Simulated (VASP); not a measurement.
# Li in VASP: single point with PBE

Aim: the single point of Li with PBE.

Program: VASP 6.6.1. These are calculated values, not measurements. Logs are shortened: lines on timing, memory, paths and dates and some standing lists are left out, and cuts for length are marked.

### 1 The cell of the first run

The cell holds a slab with vacuum, 26 atoms: a = 18.327 Å, b = 3.054 Å, c = 20.639 Å, α = 90.00°, β = 90.00°, γ = 90.00°.

### 2 Single point, PBE

File INCAR:

```
SYSTEM = Li
PREC = Accurate
ENCUT = 520
EDIFF = 1E-6
ISMEAR = 0
SIGMA = 0.1
LREAL = Auto
LASPH = .TRUE.
NELM = 60
ALGO = Normal
ISIF = 2
LWAVE = .FALSE.
LCHARG = .TRUE.
LDIPOL = .TRUE.
IDIPOL = 3
DIPOL = 0.5 0.5 0.250
GGA = PE
LELF = .TRUE.
LVHAR = .TRUE.
LVACPOTAV = .TRUE.
NBANDS = 58
```

File KPOINTS:

```
Automatic mesh
0
G
  2 12 1
  0 0 0
```

File POSCAR:

```
Li
1.0
   18.3269537206      0.0000000000      0.0000000000
    0.0000000000      3.0544922868      0.0000000000
    0.0000000000      0.0000000000     20.6394088362
Li
26
Direct
    0.0000000000      0.0000000000      0.0726765002
    0.0833333333      0.5000000000      0.1773234998
    0.1666666667      1.0000000000      0.0726765002
    0.2500000000      0.5000000000      0.1773234998
    0.3333333333      1.0000000000      0.0726765002
    0.4166666667      0.5000000000      0.1773234998
    0.5000000000      1.0000000000      0.0726765002
    0.5833333333      0.5000000000      0.1773234998
    0.6666666667      1.0000000000      0.0726765002
    0.7500000000      0.5000000000      0.1773234998
    0.8333333333      1.0000000000      0.0726765002
    0.9166666667      0.5000000000      0.1773234998
    0.0006239711      0.0000000000      0.2826565098
    0.0833333333      0.5000000000      0.3904940956
    0.1660426956      1.0000000000      0.2826565098
    0.2486641073      0.5000000000      0.3863706119
    0.3333737200      1.0000000000      0.2823865206
    0.4140834967      0.5000000000      0.3891389411
    0.4989176915      1.0000000000      0.2849205473
    0.5833333333      0.5000000000      0.3872754830
    0.6677489752      1.0000000000      0.2849205473
    0.7525831700      0.5000000000      0.3891389411
    0.8332929466      1.0000000000      0.2823865206
    0.9180025593      0.5000000000      0.3863706119
    0.0028600264      0.0000000000      0.4908459393
    0.1638066402      1.0000000000      0.4908459393
```

Potentials or basis: VASP PAW PBE potentials, release 64 (Li_sv).

Command:

```bash
$ cat potpaw_PBE.64/Li_sv/POTCAR > POTCAR
$ mpirun -np 1 vasp_std > vasp.out
```

OUTCAR:

```text
SYSTEM = Li
   PREC = Accurate
   ENCUT = 520
   EDIFF = 1E-6
   ISMEAR = 0
   LREAL = Auto
   LASPH = .TRUE.
   NELM = 60
   ISIF = 2
   GGA = PE

 ion  position               nearest neighbor table
   1  0.000  0.000  0.073-
   2  0.083  0.500  0.177-
   3  0.167  0.000  0.073-
   4  0.250  0.500  0.177-
   5  0.333  0.000  0.073-
   6  0.417  0.500  0.177-
[... 18 lines left out ...]
  25  0.003  0.000  0.491-
  26  0.164  0.000  0.491-

  LATTYP: Found a simple orthorhombic cell.
 ALAT       =     3.0544922868
 B/A-ratio  =     5.9999999999
 C/A-ratio  =     6.7570669356

  Lattice vectors:

 A1 = (   0.0000000000,  -3.0544922868,   0.0000000000)
 A2 = (  18.3269537206,   0.0000000000,   0.0000000000)
 A3 = (   0.0000000000,   0.0000000000,  20.6394088362)

Analysis of symmetry for initial positions (statically):
=====================================================================
 Subroutine PRICEL returns:
 Original cell was already a primitive cell.

 Routine SETGRP: Setting up the symmetry group for a
 simple orthorhombic supercell.

 Subroutine GETGRP returns: Found  4 space group operations
 (whereof  2 operations were pure point group operations)
 out of a pool of  8 trial point group operations.

The static configuration has the point symmetry C_1h.
 The point group associated with its full space group is C_2v.

Analysis of symmetry for dynamics (positions and initial velocities):
=====================================================================
 Subroutine PRICEL returns:
 Original cell was already a primitive cell.

 Routine SETGRP: Setting up the symmetry group for a
 simple orthorhombic supercell.

 Subroutine GETGRP returns: Found  4 space group operations
 (whereof  2 operations were pure point group operations)
 out of a pool of  8 trial point group operations.

The dynamic configuration has the point symmetry C_1h.
 The point group associated with its full space group is C_2v.

 Subroutine INISYM returns: Found  4 space group operations
 (whereof  2 operations are pure point group operations),
 and found     1 'primitive' translations

----------------------------------------------------------------------------------------

                                     Primitive cell

  volume of cell :    1155.3846

  direct lattice vectors                    reciprocal lattice vectors
    18.326953721  0.000000000  0.000000000     0.054564442  0.000000000  0.000000000
     0.000000000  3.054492287  0.000000000     0.000000000  0.327386651  0.000000000
     0.000000000  0.000000000 20.639408836     0.000000000  0.000000000  0.048451000

  length of vectors
    18.326953721  3.054492287 20.639408836     0.054564442  0.327386651  0.048451000

  position of ions in fractional coordinates (direct lattice)
     0.000000000  0.000000000  0.072676500
     0.083333333  0.500000000  0.177323500
     0.166666667  0.000000000  0.072676500
     0.250000000  0.500000000  0.177323500
     0.333333333  0.000000000  0.072676500
     0.416666667  0.500000000  0.177323500
[... 18 lines left out ...]
     0.002860026  0.000000000  0.490845939
     0.163806640  0.000000000  0.490845939

  ion indices of the primitive-cell ions
   primitive index   ion index
                 1           1
                 2           2
                 3           3
                 4           4
                 5           5
                 6           6
[... 18 lines left out ...]
                25          25
                26          26

----------------------------------------------------------------------------------------

 KPOINTS: Automatic mesh

Automatic generation of k-mesh.
 Grid dimensions read from file:
 generate k-points for:    2   12    1

 Generating k-lattice:

  Cartesian coordinates                     Fractional coordinates (reciprocal lattice)
     0.027282221  0.000000000  0.000000000     0.500000000  0.000000000  0.000000000
     0.000000000  0.027282221  0.000000000     0.000000000  0.083333333  0.000000000
     0.000000000  0.000000000  0.048451000     0.000000000  0.000000000  1.000000000

  Length of vectors
     0.027282221  0.027282221  0.048451000

  Shift w.r.t. Gamma in fractional coordinates (k-lattice)
     0.000000000  0.000000000  0.000000000

 Subroutine IBZKPT returns following result:
 ===========================================

 Found     14 irreducible k-points:

 Following reciprocal coordinates:
            Coordinates               Weight
  0.000000  0.000000  0.000000      1.000000
  0.500000  0.000000  0.000000      1.000000
  0.000000  0.083333  0.000000      2.000000
  0.500000  0.083333  0.000000      2.000000
  0.000000  0.166667  0.000000      2.000000
  0.500000  0.166667  0.000000      2.000000
  0.000000  0.250000  0.000000      2.000000
  0.500000  0.250000  0.000000      2.000000
  0.000000  0.333333  0.000000      2.000000
  0.500000  0.333333  0.000000      2.000000
  0.000000  0.416667  0.000000      2.000000
  0.500000  0.416667  0.000000      2.000000
  0.000000  0.500000  0.000000      1.000000
  0.500000  0.500000  0.000000      1.000000
   k-points           NKPTS =     14   k-points in BZ     NKDIM =     14   number of bands    NBANDS=     58
   number of dos      NEDOS =    301   number of ions     NIONS =     26
   total plane-waves  NPLWV = 537600
   dimension x,y,z NGX =   140 NGY =   24 NGZ =  160
   dimension x,y,z NGXF=   280 NGYF=   48 NGZF=  320
   ions per type =              26
   NGX,Y,Z   is equivalent  to a cutoff of  12.70, 13.06, 12.89 a.u.
   NGXF,Y,Z  is equivalent  to a cutoff of  25.40, 26.12, 25.78 a.u.
 SYSTEM =  Li
   PREC   = accura    normal or accurate (medium, high low for compatibility)
   ISTART =      0    job   : 0-new  1-cont  2-samecut
   ICHARG =      2    charge: 1-file 2-atom 10-const
   ISPIN  =      1    spin polarized calculation?
   LNONCOLLINEAR =      F non collinear calculations
   LSORBIT =      F    spin-orbit coupling
   LASPH  =      T    aspherical Exc in radial PAW
   ENCUT  =  520.0 eV  38.22 Ry    6.18 a.u.  34.08  5.68 38.38*2*pi/ulx,y,z
   NELM   =     60;   NELMIN=  2; NELMDL= -5     # of ELM steps
   EDIFF  = 0.1E-05   stopping-criterion for ELM
   LREAL  =      T    real-space projection
   EDIFFG = 0.1E-04   stopping-criterion for IOM
   NSW    =      0    number of steps for IOM
   IBRION =     -1    ionic relax: 0-MD 1-quasi-New 2-CG
   NFREE  =      0    steps in history (QN), initial steepest desc. (CG)
   ISIF   =      2    stress and relaxation
   ISYM   =      2    0-nonsym 1-usesym 2-fastsym
   POTIM  = 0.5000    time-step for ionic-motion
   TEBEG  =    0.0;   TEEND  =   0.0 temperature during run
   PSTRESS=    0.0 pullay stress
   NELECT =      78.0000    total number of electrons
   NUPDOWN=      -1.0000    fix difference up-down
   EMIN   =  10.00;   EMAX   =-10.00  energy-range for DOS
   EFERMI =   0.00;   METHOD = LEGACY
   ISMEAR =     0;   SIGMA  =   0.10  broadening in eV -4-tet -1-fermi 0-gaus
   EFERMI_NEDOS =   21; number of points for ismear=-14 and -15
   IALGO  =     38    algorithm
   IMIX   =      4    mixing-type and parameters
     AMIX     =   0.40;   BMIX     =  1.00
     AMIX_MAG =   1.60;   BMIX_MAG =  1.00
  volume/ion in A,a.u.               =      44.44       299.88
  Fermi-wavevector in a.u.,A,eV,Ry     =   0.666598  1.259688  6.045793  0.444353
  Thomas-Fermi vector in A             =   1.740949
   LORBIT       =      0    0 simple, 1 ext, 2 COOP (PROOUT), +10 PAW based schemes
   GGA     = PE    functional components
   LHFCALC =     F    Hartree Fock is set to
   AEXX    =    0.0000 exact exchange contribution
   IVDW    =     0    specifies the selected vdW correction
   LEPSILON=     F    determine dielectric tensor
   LRPA    =     F    only Hartree local field effects (RPA)
 non-spin polarized calculation
 Gauss-broadening in eV      SIGMA  =   0.10
  energy-cutoff  :      520.00
  volume of cell :     1155.38
 maximum number of plane-waves:     31191
 NGX is ok and might be reduce to   140
   NGX = 69   NGY = 11   NGZ = 77

 dipolmoment           0.000000      0.000000      0.054007 electrons x Angstroem

 number of electron      78.0000092 magnetization

 dipolmoment           0.000000      0.000000     -0.029408 electrons x Angstroem

 Free energy of the ion-electron system (eV)
  ---------------------------------------------------
  ext. energy  EPLUGINS =         0.00000000
  ---------------------------------------------------
  free energy    TOTEN  =       -46.06698079 eV

  energy without entropy =      -45.99130265  energy(sigma->0) =      -46.02914172

 E-fermi :  -1.2413     XC(G=0):  -4.0533

 val. band max:       -1.2454244776   @ k =   0.0000   0.0000   0.0000
 cond. band min:      -1.2101413628   @ k =   0.0000   0.0000   0.0000
 fundamental gap:      0.0352831148
 Fermi energy:        -1.2413378934

 k-point     1 :       0.0000    0.0000    0.0000
  band No.  band energies     occupation
      1     -48.4997      2.00000
      2     -48.4952      2.00000
      3     -48.3875      2.00000
      4     -48.3875      2.00000
      5     -48.3526      2.00000
      6     -48.3477      2.00000
[... 43 lines left out ...]
     50      -0.6037      0.00000
     51      -0.4433      0.00000

 k-point     2 :       0.5000    0.0000    0.0000
  band No.  band energies     occupation
      1     -48.4997      2.00000
      2     -48.4952      2.00000
      3     -48.3876      2.00000
      4     -48.3875      2.00000
      5     -48.3526      2.00000
      6     -48.3477      2.00000
[... 43 lines left out ...]
     50      -0.6968      0.00000
     51      -0.6231      0.00000

 k-point     3 :       0.0000    0.0833    0.0000
  band No.  band energies     occupation
      1     -48.4993      2.00000
      2     -48.4948      2.00000
      3     -48.3872      2.00000
      4     -48.3871      2.00000
      5     -48.3522      2.00000
      6     -48.3473      2.00000
[... 583 lines left out ...]
     50       0.6500      0.00000
     51       1.3199      0.00000

 k-point    14 :       0.5000    0.5000    0.0000
  band No.  band energies     occupation
      1     -48.4936      2.00000
      2     -48.4893      2.00000
      3     -48.3816      2.00000
      4     -48.3815      2.00000
      5     -48.3466      2.00000
      6     -48.3417      2.00000
[... 43 lines left out ...]
     50       0.9973      0.00000
     51       1.0723      0.00000
 [bands above 51 left out]

------------------------ aborting loop because EDIFF is reached ----------------------------------------

  FORCE on cell =-STRESS in cart. coord.  units (eV):
  Direction    XX          YY          ZZ          XY          YZ          ZX
  --------------------------------------------------------------------------------------
  -------------------------------------------------------------------------------------
  Total       -2.1858849     -1.1274503     -0.3671721      0.0000000      0.0000000      0.0000000
  in kB       -3.0311770     -1.5634408     -0.5091593      0.0000000      0.0000000      0.0000000
  external PRESSURE =      -1.7012590 kB  Pullay stress =       0.0000000 kB

 VOLUME and BASIS-vectors are now :
 -----------------------------------------------------------------------------
  energy-cutoff  :      520.00
  volume of cell :     1155.38
      direct lattice vectors                 reciprocal lattice vectors
    18.326953721  0.000000000  0.000000000     0.054564442  0.000000000  0.000000000
     0.000000000  3.054492287  0.000000000     0.000000000  0.327386651  0.000000000
     0.000000000  0.000000000 20.639408836     0.000000000  0.000000000  0.048451000

 POSITION                                       TOTAL-FORCE (eV/Angst)
 -----------------------------------------------------------------------------------
      0.00000      0.00000      1.50000         0.010015      0.000000      0.014253
      1.52725      1.52725      3.65985         0.000000      0.000000     -0.039264
      3.05449      0.00000      1.50000        -0.010015      0.000000      0.014253
      4.58174      1.52725      3.65985        -0.002092      0.000000     -0.002206
      6.10898      0.00000      1.50000         0.018402      0.000000      0.017781
      7.63623      1.52725      3.65985         0.008509      0.000000     -0.037882
[... 18 lines left out ...]
      0.05242      0.00000     10.13077        -0.002059      0.000000      0.004094
      3.00208      0.00000     10.13077         0.002059      0.000000      0.004094
 -----------------------------------------------------------------------------------
    total drift:                                0.000039      0.000000     -0.003918

  FREE ENERGIE OF THE ION-ELECTRON SYSTEM (eV)
  ---------------------------------------------------
  free  energy   TOTEN  =       -46.0669807887 eV

  energy  without entropy=      -45.9913026502  energy(sigma->0) =      -46.02914172

 vacuum level on the upper side and lower side of the slab         1.745         1.846
```

Run time: 31 min. Hardware: 1 thread of Intel Xeon 6975P-C (Granite Rapids), shared host; peak memory 1.3 GiB.

Results:

```
Free energy            : -46.0670 eV
Largest force          : 0.039 eV/Å
Band gap on the k mesh : zero (bands 39 and 40 overlap by 1.68 eV)
```

Forces in eV/Å, atoms in the order of the input:
```
Li   0.010  0.000  0.014
Li   0.000  0.000 -0.039
Li  -0.010  0.000  0.014
Li  -0.002  0.000 -0.002
Li   0.018  0.000  0.018
Li   0.009  0.000 -0.038
Li  -0.015  0.000  0.005
Li   0.000  0.000  0.010
Li   0.015  0.000  0.005
Li  -0.009  0.000 -0.038
Li  -0.018  0.000  0.018
Li   0.002  0.000 -0.002
Li   0.007  0.000  0.008
Li   0.000  0.000 -0.006
Li  -0.007  0.000  0.008
Li   0.000  0.000 -0.001
Li   0.002  0.000  0.004
Li  -0.005  0.000  0.009
Li   0.001  0.000 -0.008
Li   0.000  0.000  0.012
Li  -0.001  0.000 -0.008
Li   0.005  0.000  0.009
Li  -0.002  0.000  0.004
Li   0.000  0.000 -0.001
Li  -0.002  0.000  0.004
Li   0.002  0.000  0.004
```

Caveat: the cutoff is under 1.25 times the usual one of these potentials, so pressure, stress and relaxed cells hold a basis-set (Pulay) error.
